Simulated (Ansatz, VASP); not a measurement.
**Mg: VASP beside Ansatz**

```
CELL_PARAMETERS angstrom
3.09046 0.03209 0.00000
-1.51744 2.70192 0.00000
0.00000 0.00000 5.06038
ATOMIC_POSITIONS crystal
Mg 0.32842 0.69508 0.25000
Mg 0.67158 0.30492 0.75000
```

Alike in both runs: task single point; functional PBE; k mesh 14 × 14 × 8; occupations gaussian, width 0.1 eV; no spin polarisation.

|  | VASP | Ansatz |
| --- | --- | --- |
| version | VASP 6.6.1 | Ansatz 0.2.0 |
| potentials or method | VASP PAW PBE potentials, release 64 (Mg), cutoff 520 eV | scalar-relativistic, plane waves, PAW |
| valence electrons in the cell | 4 | 20 |

Ansatz gave:

```
gap on the k mesh at the Fermi level (eV)                     : none
pressure (GPa)                                                : 3.3
traceless stress, the component that is largest in VASP (GPa) : -0.21
rms of the force components (eV/Å)                            : 0.072
```

Q: What did VASP give for the same quantities?

A: gap on the k mesh at the Fermi level (eV): none; pressure (GPa): 3.2; traceless stress, the component that is largest in VASP (GPa): -0.21; rms of the force components (eV/Å): 0.073.

Atom by atom the forces differ by 0.000 eV/Å (rms over components). A gap of «none» marks a metal or a gap that the smearing closes. VASP's potentials hold 4 valence electrons a cell and Ansatz's 20, so a difference there can come from the potentials and not from the codes.
